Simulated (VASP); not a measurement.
# PtS2 (P-3m1) in VASP: notebook

The runs below take PtS2 through single point, with PBEsol, PBE, r2SCAN+D4, r2SCAN.

All numbers are computed with VASP 6.6.1; they aren't measurements. Logs are shortened: lines on timing, memory, paths and dates and some standing lists are left out, and cuts for length are marked.

### Step 1. The cell of the first run

It takes space group P-3m1 (No. 164, trigonal). The conventional cell has a = 3.572 Å, b = 3.572 Å, c = 4.758 Å, α = 90.00°, β = 90.00°, γ = 120.00°. Pt (site symmetry -3m) has 6 S at 2.38 Å within 3.1 Å. Within 3.2 Å of S (site symmetry 3m) lie 3 Pt at 2.38 Å and 6 S at 3.14 to 3.16 Å.

### Step 2. Single point, PBEsol

File INCAR:

```
ALGO     = Normal         # electronic algorithm
EDIFF    = 1E-7           # SCF threshold, eV
ENCUT    = 520            # plane-wave cutoff, eV
GGA      = PS             # functional
ISIF     = 2              # what is computed and relaxed
ISMEAR   = -1             # smearing method
LASPH    = True           # aspherical terms in the spheres
LCHARG   = True           # write CHGCAR
LELF     = True           # ELF
LREAL    = False          # projectors in reciprocal space
LVHAR    = True         
LWAVE    = False          # write WAVECAR
NBANDS   = 18             # bands
NELM     = 100            # most SCF steps
PREC     = Accurate       # precision mode
SIGMA    = 0.05           # smearing width, eV
```

File KPOINTS:

```
k-points
0
Gamma
  9 9 6
```

File POSCAR:

```
PtS2
1.0
    3.5720028908      0.0000000000      0.0000000000
   -1.7860014454      3.0934452458      0.0000000000
    0.0000000000      0.0000000000      4.7580792638
Pt S
1 2
Direct
    0.0000000000      0.0000000000      0.0000000000
    0.3333333333      0.6666666667      0.2514722828
    0.6666666667      0.3333333333      0.7485277172
```

Potentials or basis: VASP PAW PBE potentials, release 64 (Pt, S).

On the command line:

```console
$ cat potpaw_PBE.64/Pt/POTCAR potpaw_PBE.64/S/POTCAR > POTCAR
$ mpirun -np 1 vasp_std > vasp.out
```

OUTCAR:

```text
EDIFF = 1E-7
   ENCUT = 520
   GGA = PS
   ISIF = 2
   ISMEAR = -1
   LASPH = True
   LREAL = False
   NELM = 100
   PREC = Accurate

 ion  position               nearest neighbor table
   1  0.000  0.000  0.000-   2 2.38   3 2.38   2 2.38   3 2.38   3 2.38   2 2.38
   2  0.333  0.667  0.251-   1 2.38   1 2.38   1 2.38
   3  0.667  0.333  0.749-   1 2.38   1 2.38   1 2.38

  LATTYP: Found a hexagonal cell.
 ALAT       =     3.5720028908
 C/A-ratio  =     1.3320479880

  Lattice vectors:

 A1 = (   3.5720028908,   0.0000000000,   0.0000000000)
 A2 = (  -1.7860014454,   3.0934452458,   0.0000000000)
 A3 = (   0.0000000000,   0.0000000000,   4.7580792638)

Analysis of symmetry for initial positions (statically):
=====================================================================
 Subroutine PRICEL returns:
 Original cell was already a primitive cell.

 Routine SETGRP: Setting up the symmetry group for a
 hexagonal supercell.

 Subroutine GETGRP returns: Found 12 space group operations
 (whereof 12 operations were pure point group operations)
 out of a pool of 24 trial point group operations.

The static configuration has the point symmetry D_3d.

Analysis of symmetry for dynamics (positions and initial velocities):
=====================================================================
 Subroutine PRICEL returns:
 Original cell was already a primitive cell.

 Routine SETGRP: Setting up the symmetry group for a
 hexagonal supercell.

 Subroutine GETGRP returns: Found 12 space group operations
 (whereof 12 operations were pure point group operations)
 out of a pool of 24 trial point group operations.

The dynamic configuration has the point symmetry D_3d.

 Subroutine INISYM returns: Found 12 space group operations
 (whereof 12 operations are pure point group operations),
 and found     1 'primitive' translations

----------------------------------------------------------------------------------------

                                     Primitive cell

  volume of cell :      52.5758

  direct lattice vectors                    reciprocal lattice vectors
     3.572002891  0.000000000  0.000000000     0.279954981  0.161632083  0.000000000
    -1.786001445  3.093445246  0.000000000     0.000000000  0.323264167  0.000000000
     0.000000000  0.000000000  4.758079264     0.000000000  0.000000000  0.210168840

  length of vectors
     3.572002891  3.572002891  4.758079264     0.323264167  0.323264167  0.210168840

  position of ions in fractional coordinates (direct lattice)
     0.000000000  0.000000000  0.000000000
     0.333333333  0.666666667  0.251472283
     0.666666667  0.333333333  0.748527717

  ion indices of the primitive-cell ions
   primitive index   ion index
                 1           1
                 2           2
                 3           3

----------------------------------------------------------------------------------------

 KPOINTS: k-points

Automatic generation of k-mesh.
 Grid dimensions read from file:
 generate k-points for:    9    9    6

 Generating k-lattice:

  Cartesian coordinates                     Fractional coordinates (reciprocal lattice)
     0.031106109  0.017959120  0.000000000     0.111111111 -0.000000000  0.000000000
     0.000000000  0.035918241  0.000000000     0.000000000  0.111111111  0.000000000
     0.000000000  0.000000000  0.035028140     0.000000000  0.000000000  0.166666667

  Length of vectors
     0.035918241  0.035918241  0.035028140

  Shift w.r.t. Gamma in fractional coordinates (k-lattice)
     0.000000000  0.000000000  0.000000000

 Subroutine IBZKPT returns following result:
 ===========================================

 Found     62 irreducible k-points:

 Following reciprocal coordinates:
            Coordinates               Weight
  0.000000  0.000000  0.000000      1.000000
  0.111111 -0.000000  0.000000      6.000000
  0.222222 -0.000000  0.000000      6.000000
  0.333333  0.000000  0.000000      6.000000
  0.444444 -0.000000  0.000000      6.000000
  0.111111  0.111111  0.000000      6.000000
[... 16 lines left out ...]
  0.222222  0.111111  0.166667     12.000000
 -0.111111  0.333333  0.166667     12.000000
 [... further k-points ...]
   k-points           NKPTS =     62   k-points in BZ     NKDIM =     62   number of bands    NBANDS=     18
   number of dos      NEDOS =    301   number of ions     NIONS =      3
   total plane-waves  NPLWV =  28224
   dimension x,y,z NGX =    28 NGY =   28 NGZ =   36
   dimension x,y,z NGXF=    56 NGYF=   56 NGZF=   72
   ions per type =               1   2
   NGX,Y,Z   is equivalent  to a cutoff of  13.03, 13.03, 12.58 a.u.
   NGXF,Y,Z  is equivalent  to a cutoff of  26.06, 26.06, 25.16 a.u.
 SYSTEM =  unknown system
   PREC   = accura    normal or accurate (medium, high low for compatibility)
   ISTART =      0    job   : 0-new  1-cont  2-samecut
   ICHARG =      2    charge: 1-file 2-atom 10-const
   ISPIN  =      1    spin polarized calculation?
   LNONCOLLINEAR =      F non collinear calculations
   LSORBIT =      F    spin-orbit coupling
   LASPH  =      T    aspherical Exc in radial PAW
   ENCUT  =  520.0 eV  38.22 Ry    6.18 a.u.   6.64  6.64  8.85*2*pi/ulx,y,z
   NELM   =    100;   NELMIN=  2; NELMDL= -5     # of ELM steps
   EDIFF  = 0.1E-06   stopping-criterion for ELM
   LREAL  =      F    real-space projection
   EDIFFG = 0.1E-05   stopping-criterion for IOM
   NSW    =      0    number of steps for IOM
   IBRION =     -1    ionic relax: 0-MD 1-quasi-New 2-CG
   NFREE  =      0    steps in history (QN), initial steepest desc. (CG)
   ISIF   =      2    stress and relaxation
   ISYM   =      2    0-nonsym 1-usesym 2-fastsym
   POTIM  = 0.5000    time-step for ionic-motion
   TEBEG  =    0.0;   TEEND  =   0.0 temperature during run
   PSTRESS=    0.0 pullay stress
   NELECT =      22.0000    total number of electrons
   NUPDOWN=      -1.0000    fix difference up-down
   EMIN   =  10.00;   EMAX   =-10.00  energy-range for DOS
   EFERMI =   0.00;   METHOD = LEGACY
   ISMEAR =    -1;   SIGMA  =   0.05  broadening in eV -4-tet -1-fermi 0-gaus
   EFERMI_NEDOS =   21; number of points for ismear=-14 and -15
   IALGO  =     38    algorithm
   IMIX   =      4    mixing-type and parameters
     AMIX     =   0.40;   BMIX     =  1.00
     AMIX_MAG =   1.60;   BMIX_MAG =  1.00
  volume/ion in A,a.u.               =      17.53       118.27
  Fermi-wavevector in a.u.,A,eV,Ry     =   1.224486  2.313943 20.400106  1.499365
  Thomas-Fermi vector in A             =   2.359559
   LORBIT       =      0    0 simple, 1 ext, 2 COOP (PROOUT), +10 PAW based schemes
   GGA     = PS    functional components
   LHFCALC =     F    Hartree Fock is set to
   AEXX    =    0.0000 exact exchange contribution
   IVDW    =     0    specifies the selected vdW correction
   LEPSILON=     F    determine dielectric tensor
   LRPA    =     F    only Hartree local field effects (RPA)
 non-spin polarized calculation
  energy-cutoff  :      520.00
  volume of cell :       52.58
 maximum number of plane-waves:      1446
 NGX is ok and might be reduce to    28
   NGX = 13   NGY = 13   NGZ = 17

 number of electron      22.0000001 magnetization

 Free energy of the ion-electron system (eV)
  ---------------------------------------------------
  ext. energy  EPLUGINS =         0.00000000
  ---------------------------------------------------
  free energy    TOTEN  =       -16.99809902 eV

  energy without entropy =      -16.99760141  energy(sigma->0) =      -16.99785022

 E-fermi :   7.6619     XC(G=0): -11.1213

 val. band max:        7.5931974990   @ k =   0.0000   0.0000   0.0000
 cond. band min:       7.8769051590   @ k =   0.3333   0.3333   0.0000
 fundamental gap:      0.2837076600
 Fermi energy:         7.6618962213

 k-point     1 :       0.0000    0.0000    0.0000
  band No.  band energies     occupation
      1      -8.2631      2.00000
      2      -4.9059      2.00000
      3       0.0523      2.00000
      4       0.4992      2.00000
      5       0.4992      2.00000
      6       3.3807      2.00000
[... 10 lines left out ...]
     17      15.0222      0.00000
     18      20.0583      0.00000

 k-point     2 :       0.1111   -0.0000    0.0000
  band No.  band energies     occupation
      1      -8.1058      2.00000
      2      -5.0122      2.00000
      3       0.2220      2.00000
      4       0.6027      2.00000
      5       0.6572      2.00000
      6       3.1424      2.00000
[... 10 lines left out ...]
     17      15.4897      0.00000
     18      18.0602      0.00000

 k-point     3 :       0.2222   -0.0000    0.0000
  band No.  band energies     occupation
      1      -7.6622      2.00000
      2      -5.2716      2.00000
      3       0.6558      2.00000
      4       0.8680      2.00000
      5       1.0900      2.00000
      6       2.3319      2.00000
[... 10 lines left out ...]
     17      16.2568      0.00000
     18      16.4249      0.00000

 k-point     4 :       0.3333    0.0000    0.0000
  band No.  band energies     occupation
      1      -7.0292      2.00000
      2      -5.5817      2.00000
      3       0.6841      2.00000
      4       1.1465      2.00000
      5       1.5003      2.00000
      6       2.0186      2.00000
[... 375 lines left out ...]
      4       0.7802      2.00000
      5       1.3364      2.00000
      6       2.6902      2.00000
[... 10 lines left out ...]
     17      16.0673      0.00000
     18      16.4258      0.00000

 k-point    23 :       0.2222    0.1111    0.1667
  band No.  band energies     occupation
      1      -7.1511      2.00000
      2      -5.6319      2.00000
      3       0.7807      2.00000
      4       1.0304      2.00000
      5       1.5097      2.00000
      6       2.2597      2.00000
[... 10 lines left out ...]
     17      16.0382      0.00000
     18      16.8427      0.00000

 k-point    24 :      -0.1111    0.3333    0.1667
  band No.  band energies     occupation
      1      -7.1899      2.00000
      2      -5.5439      2.00000
      3       0.5023      2.00000
      4       0.9390      2.00000
      5       1.6082      2.00000
      6       2.0100      2.00000
[... 10 lines left out ...]
     17      15.7335      0.00000
     18      17.6598      0.00000

 [... further k-points ...]

------------------------ aborting loop because EDIFF is reached ----------------------------------------

  FORCE on cell =-STRESS in cart. coord.  units (eV):
  Direction    XX          YY          ZZ          XY          YZ          ZX
  --------------------------------------------------------------------------------------
  -------------------------------------------------------------------------------------
  Total       -0.1088075     -0.1088075     -0.0383124      0.0000000      0.0000000      0.0000000
  in kB       -3.3157634     -3.3157634     -1.1675177      0.0000000      0.0000000      0.0000000
  external PRESSURE =      -2.5996815 kB  Pullay stress =       0.0000000 kB

 VOLUME and BASIS-vectors are now :
 -----------------------------------------------------------------------------
  energy-cutoff  :      520.00
  volume of cell :       52.58
      direct lattice vectors                 reciprocal lattice vectors
     3.572002891  0.000000000  0.000000000     0.279954981  0.161632083  0.000000000
    -1.786001445  3.093445246  0.000000000     0.000000000  0.323264167  0.000000000
     0.000000000  0.000000000  4.758079264     0.000000000  0.000000000  0.210168840

 POSITION                                       TOTAL-FORCE (eV/Angst)
 -----------------------------------------------------------------------------------
      0.00000      0.00000      0.00000         0.000000     -0.000000      0.000000
     -0.00000      2.06230      1.19653        -0.000000     -0.000000     -0.025511
      1.78600      1.03115      3.56155         0.000000      0.000000      0.025511
 -----------------------------------------------------------------------------------
    total drift:                                0.000000     -0.000000      0.000000

  FREE ENERGIE OF THE ION-ELECTRON SYSTEM (eV)
  ---------------------------------------------------
  free  energy   TOTEN  =       -16.9980990248 eV

  energy  without entropy=      -16.9976014113  energy(sigma->0) =      -16.99785022
```

It took 67 s on 1 thread of Intel Xeon 8259CL, shared host; peak memory 0.21 GiB.

What came out:

| Quantity | Value |
| --- | --- |
| Free energy | -16.9981 eV |
| Pressure | -0.3 GPa |
| Largest force | 0.026 eV/Å |
| Band gap on the k mesh | 0.28 eV (least direct gap 1.00 eV) |

Forces in eV/Å, atoms in the order of the input:
```
Pt   0.000  0.000  0.000
S    0.000  0.000 -0.026
S    0.000  0.000  0.026
```

Caveat: the PAW data sets were made with another functional, which shifts forces and pressure a little; spin-orbit coupling is left out, which moves the levels of the heavy elements; an odd mesh through Γ misses points on the zone boundary, where band edges can lie.

### Step 3. Single point, PBE

This run uses another cell than the first one, of 23.86 Å³/atom.

File INCAR:

```
  PREC = Accurate
  ENCUT = 520
  EDIFF = 1E-6
  ISMEAR = -1
  SIGMA = 0.05
  LREAL = False
  LASPH = True
  NELM = 80
  ALGO = Normal
  ISIF = 2
  LWAVE = False
  LCHARG = False
  GGA = PE
  NBANDS = 18
```

File KPOINTS:

```
regular mesh
0
Gamma
  9 9 6
```

File POSCAR:

```
PtS2
1.0
    3.5769105607      0.0000000000      0.0000000000
   -1.7884552803      3.0976954126      0.0000000000
    0.0000000000      0.0000000000      6.4614567233
Pt S
1 2
Direct
    0.0000000000      0.0000000000      0.0000000000
    0.3333333333      0.6666666667      0.1899451354
    0.6666666667      0.3333333333      0.8100548646
```

Potentials or basis: VASP PAW PBE potentials, release 64 (Pt, S).

On the command line:

```console
$ cat potpaw_PBE.64/Pt/POTCAR potpaw_PBE.64/S/POTCAR > POTCAR
$ mpirun -np 1 vasp_std > vasp.out
```

It took 96 s on 1 thread of Intel Xeon 8259CL, shared host; peak memory 0.23 GiB.

It converged, with:

```yaml
Free_energy: -15.4654 eV
Pressure: -0.4 GPa
Largest_force: 0.036 eV/Å
Band_gap_on_the_k_mesh: 1.55 eV (least direct gap 1.58 eV)
```

Forces in eV/Å, atoms in the order of the input:
```
Pt   0.000  0.000  0.000
S    0.000  0.000 -0.036
S    0.000  0.000  0.036
```

Stress tensor (GPa, compression positive):
```
-0.40  0.00  0.00
 0.00 -0.40  0.00
 0.00  0.00 -0.25
```

Levels at points of the mesh, in eV from the valence-band top:
```
           k point  band 7  band 8  band 9  band 10  band 11  band 12  band 13  band 14  band 15  band 16
(0.00, 0.00, 0.00)   -2.93   -1.01   -0.37    -0.37    -0.37     3.07     3.07     5.34     5.97     8.74
(0.00, 0.00, 0.50)   -2.93   -1.09   -0.75    -0.39    -0.39     3.11     3.11     5.92     6.91     7.56
```

Caveat: spin-orbit coupling is left out, which moves the levels of the heavy elements; an odd mesh through Γ misses points on the zone boundary, where band edges can lie; this functional lacks dispersion, which binds the layers, so the pressure and a relaxed spacing across them are unreliable.

(Part 1 of 2 ends here.)
